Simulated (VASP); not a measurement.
# Nb (Im-3m) in VASP: a series of runs, part 2 of 2

VASP 6.6.1. Earlier steps stand in the parts before.

## 4. Single point, LDA (volume scaled by 0.98)

File INCAR:

```
ALGO = Normal
EDIFF = 1E-6
ENCUT = 500
GGA_COMPAT = False
ISIF = 2
ISMEAR = -1
LASPH = True
LCHARG = True
LELF = True
LREAL = False
LVHAR = True
LWAVE = False
NBANDS = 12
NELM = 120
PREC = Accurate
SIGMA = 0.05
```

File KPOINTS:

```
k-points
0
Gamma
  11 11 11
```

File POSCAR:

```
Nb
1.0
   -1.6527822138      1.6527822138      1.6527822138
    1.6527822138     -1.6527822138      1.6527822138
    1.6527822138      1.6527822138     -1.6527822138
Nb
1
Direct
    0.0000000000      0.0000000000      0.0000000000
```

Potentials or basis: VASP PAW LDA potentials, release 64 (Nb_sv).

On the command line:

```
> cat potpaw_LDA.64/Nb_sv/POTCAR > POTCAR
> mpirun -np 1 vasp_std > vasp.out
```

OUTCAR:

```text
EDIFF = 1E-6
   ENCUT = 500
   ISIF = 2
   ISMEAR = -1
   LASPH = True
   LREAL = False
   NELM = 120
   PREC = Accurate

 ion  position               nearest neighbor table
   1  0.000  0.000  0.000-

  LATTYP: Found a body centered cubic cell.
 ALAT       =     3.3055644276

  Lattice vectors:

 A1 = (  -1.6527822138,   1.6527822138,   1.6527822138)
 A2 = (   1.6527822138,  -1.6527822138,   1.6527822138)
 A3 = (   1.6527822138,   1.6527822138,  -1.6527822138)

Analysis of symmetry for initial positions (statically):
=====================================================================
 Subroutine PRICEL returns:
 Original cell was already a primitive cell.

 Routine SETGRP: Setting up the symmetry group for a
 body centered cubic supercell.

 Subroutine GETGRP returns: Found 48 space group operations
 (whereof 48 operations were pure point group operations)
 out of a pool of 48 trial point group operations.

The static configuration has the point symmetry O_h .

Analysis of symmetry for dynamics (positions and initial velocities):
=====================================================================
 Subroutine PRICEL returns:
 Original cell was already a primitive cell.

 Routine SETGRP: Setting up the symmetry group for a
 body centered cubic supercell.

 Subroutine GETGRP returns: Found 48 space group operations
 (whereof 48 operations were pure point group operations)
 out of a pool of 48 trial point group operations.

The dynamic configuration has the point symmetry O_h .

 Subroutine INISYM returns: Found 48 space group operations
 (whereof 48 operations are pure point group operations),
 and found     1 'primitive' translations

----------------------------------------------------------------------------------------

                                     Primitive cell

  volume of cell :      18.0595

  direct lattice vectors                    reciprocal lattice vectors
    -1.652782214  1.652782214  1.652782214     0.000000000  0.302520196  0.302520196
     1.652782214 -1.652782214  1.652782214     0.302520196  0.000000000  0.302520196
     1.652782214  1.652782214 -1.652782214     0.302520196  0.302520196  0.000000000

  length of vectors
     2.862702768  2.862702768  2.862702768     0.427828165  0.427828165  0.427828165

  position of ions in fractional coordinates (direct lattice)
     0.000000000  0.000000000  0.000000000

  ion indices of the primitive-cell ions
   primitive index   ion index
                 1           1

----------------------------------------------------------------------------------------

 KPOINTS: k-points

Automatic generation of k-mesh.
 Grid dimensions read from file:
 generate k-points for:   11   11   11

 Generating k-lattice:

  Cartesian coordinates                     Fractional coordinates (reciprocal lattice)
     0.000000000  0.027501836  0.027501836     0.090909091  0.000000000  0.000000000
     0.027501836  0.000000000  0.027501836     0.000000000  0.090909091  0.000000000
     0.027501836  0.027501836  0.000000000     0.000000000  0.000000000  0.090909091

  Length of vectors
     0.038893470  0.038893470  0.038893470

  Shift w.r.t. Gamma in fractional coordinates (k-lattice)
     0.000000000  0.000000000  0.000000000

 Subroutine IBZKPT returns following result:
 ===========================================

 Found     56 irreducible k-points:

 Following reciprocal coordinates:
            Coordinates               Weight
  0.000000  0.000000  0.000000      1.000000
  0.090909  0.000000  0.000000     12.000000
  0.181818  0.000000  0.000000     12.000000
  0.272727  0.000000  0.000000     12.000000
  0.363636  0.000000  0.000000     12.000000
  0.454545  0.000000  0.000000     12.000000
[... 16 lines left out ...]
  0.272727  0.181818  0.090909     48.000000
  0.363636  0.181818  0.090909     24.000000
 [... further k-points ...]
   k-points           NKPTS =     56   k-points in BZ     NKDIM =     56   number of bands    NBANDS=     12
   number of dos      NEDOS =    301   number of ions     NIONS =      1
   total plane-waves  NPLWV =  13824
   dimension x,y,z NGX =    24 NGY =   24 NGZ =   24
   dimension x,y,z NGXF=    48 NGYF=   48 NGZF=   48
   ions per type =               1
   NGX,Y,Z   is equivalent  to a cutoff of  13.94, 13.94, 13.94 a.u.
   NGXF,Y,Z  is equivalent  to a cutoff of  27.88, 27.88, 27.88 a.u.
 SYSTEM =  unknown system
   PREC   = accura    normal or accurate (medium, high low for compatibility)
   ISTART =      0    job   : 0-new  1-cont  2-samecut
   ICHARG =      2    charge: 1-file 2-atom 10-const
   ISPIN  =      1    spin polarized calculation?
   LNONCOLLINEAR =      F non collinear calculations
   LSORBIT =      F    spin-orbit coupling
   LASPH  =      T    aspherical Exc in radial PAW
   ENCUT  =  500.0 eV  36.75 Ry    6.06 a.u.   5.22  5.22  5.22*2*pi/ulx,y,z
   NELM   =    120;   NELMIN=  2; NELMDL= -5     # of ELM steps
   EDIFF  = 0.1E-05   stopping-criterion for ELM
   LREAL  =      F    real-space projection
   EDIFFG = 0.1E-04   stopping-criterion for IOM
   NSW    =      0    number of steps for IOM
   IBRION =     -1    ionic relax: 0-MD 1-quasi-New 2-CG
   NFREE  =      0    steps in history (QN), initial steepest desc. (CG)
   ISIF   =      2    stress and relaxation
   ISYM   =      2    0-nonsym 1-usesym 2-fastsym
   POTIM  = 0.5000    time-step for ionic-motion
   TEBEG  =    0.0;   TEEND  =   0.0 temperature during run
   PSTRESS=    0.0 pullay stress
   NELECT =      13.0000    total number of electrons
   NUPDOWN=      -1.0000    fix difference up-down
   EMIN   =  10.00;   EMAX   =-10.00  energy-range for DOS
   EFERMI =   0.00;   METHOD = LEGACY
   ISMEAR =    -1;   SIGMA  =   0.05  broadening in eV -4-tet -1-fermi 0-gaus
   EFERMI_NEDOS =   21; number of points for ismear=-14 and -15
   IALGO  =     38    algorithm
   IMIX   =      4    mixing-type and parameters
     AMIX     =   0.40;   BMIX     =  1.00
     AMIX_MAG =   1.60;   BMIX_MAG =  1.00
  volume/ion in A,a.u.               =      18.06       121.87
  Fermi-wavevector in a.u.,A,eV,Ry     =   1.467192  2.772591 29.288619  2.152653
  Thomas-Fermi vector in A             =   2.582839
   LORBIT       =      0    0 simple, 1 ext, 2 COOP (PROOUT), +10 PAW based schemes
   GGA     = CA    functional components
   LHFCALC =     F    Hartree Fock is set to
   AEXX    =    0.0000 exact exchange contribution
   IVDW    =     0    specifies the selected vdW correction
   LEPSILON=     F    determine dielectric tensor
   LRPA    =     F    only Hartree local field effects (RPA)
 non-spin polarized calculation
  energy-cutoff  :      500.00
  volume of cell :       18.06
 maximum number of plane-waves:       472
 NGX is ok and might be reduce to    24
   NGX = 11   NGY = 11   NGZ = 11

 number of electron      13.0000000 magnetization

 Free energy of the ion-electron system (eV)
  ---------------------------------------------------
  ext. energy  EPLUGINS =         0.00000000
  ---------------------------------------------------
  free energy    TOTEN  =       -11.22578414 eV

  energy without entropy =      -11.21022746  energy(sigma->0) =      -11.21800580

 E-fermi :  10.9046     XC(G=0): -12.7028

 val. band max:       10.8907279054   @ k =   0.2727   0.0000   0.0000
 cond. band min:      10.9296621720   @ k =   0.0909   0.0909   0.0000
 fundamental gap:      0.0389342666
 Fermi energy:        10.9046114395

 k-point     1 :       0.0000    0.0000    0.0000
  band No.  band energies     occupation
      1     -43.1256      2.00000
      2     -18.5803      2.00000
      3     -18.5803      2.00000
      4     -18.5803      2.00000
      5       5.0323      2.00000
      6      11.2873      0.00095
      7      11.2873      0.00095
      8      11.2873      0.00095
      9      14.1790      0.00000
     10      14.1790      0.00000
     11      25.1869      0.00000
     12      25.1869      0.00000
[... 331 lines left out ...]
 k-point    24 :       0.3636    0.1818    0.0909
  band No.  band energies     occupation
      1     -42.8634      2.00000
      2     -19.7087      2.00000
      3     -19.2005      2.00000
      4     -18.8082      2.00000
      5       8.5537      2.00000
      6       9.3750      2.00000
      7      11.2966      0.00079
      8      14.5696      0.00000
      9      14.9738      0.00000
     10      20.0176      0.00000
     11      21.3166      0.00000
     12      23.6639      0.00000

 [... further k-points ...]

------------------------ aborting loop because EDIFF is reached ----------------------------------------

  FORCE on cell =-STRESS in cart. coord.  units (eV):
  Direction    XX          YY          ZZ          XY          YZ          ZX
  --------------------------------------------------------------------------------------
  -------------------------------------------------------------------------------------
  Total       -0.9751384     -0.9751384     -0.9751384      0.0000000     -0.0000000      0.0000000
  in kB      -86.5107230    -86.5107230    -86.5107230      0.0000000     -0.0000000      0.0000000
  external PRESSURE =     -86.5107230 kB  Pullay stress =       0.0000000 kB

 VOLUME and BASIS-vectors are now :
 -----------------------------------------------------------------------------
  energy-cutoff  :      500.00
  volume of cell :       18.06
      direct lattice vectors                 reciprocal lattice vectors
    -1.652782214  1.652782214  1.652782214     0.000000000  0.302520196  0.302520196
     1.652782214 -1.652782214  1.652782214     0.302520196  0.000000000  0.302520196
     1.652782214  1.652782214 -1.652782214     0.302520196  0.302520196  0.000000000

 POSITION                                       TOTAL-FORCE (eV/Angst)
 -----------------------------------------------------------------------------------
      0.00000      0.00000      0.00000         0.000000     -0.000000      0.000000
 -----------------------------------------------------------------------------------
    total drift:                                0.000000      0.000000     -0.000000

  FREE ENERGIE OF THE ION-ELECTRON SYSTEM (eV)
  ---------------------------------------------------
  free  energy   TOTEN  =       -11.2257841412 eV

  energy  without entropy=      -11.2102274578  energy(sigma->0) =      -11.21800580
```

Run time: 14 s. Hardware: 1 thread of Intel Xeon 8259CL, shared host; peak memory 0.13 GiB.

Results:

```yaml
Free_energy: -11.2258 eV
Pressure: -8.7 GPa
```

## 5. Summary

| cell | gap on the mesh (eV) | pressure (GPa) |
| --- | --- | --- |
| a = 2.823 Å, angles 109.5°, 1 atom | none | -1.6 |
| a = 2.843 Å, angles 109.5°, 1 atom | none | -5.3 |
| a = 2.863 Å, angles 109.5°, 1 atom | none | -8.7 |

Alike in all rows: task single point; level LDA; potentials or basis VASP PAW LDA potentials, release 64 (Nb_sv); no spin polarisation; k mesh 11 × 11 × 11; cutoff (eV) 500; smearing fermi-dirac 0.05 eV.

Total energies depend on the potentials used, so only differences within one code and one set of settings carry meaning.
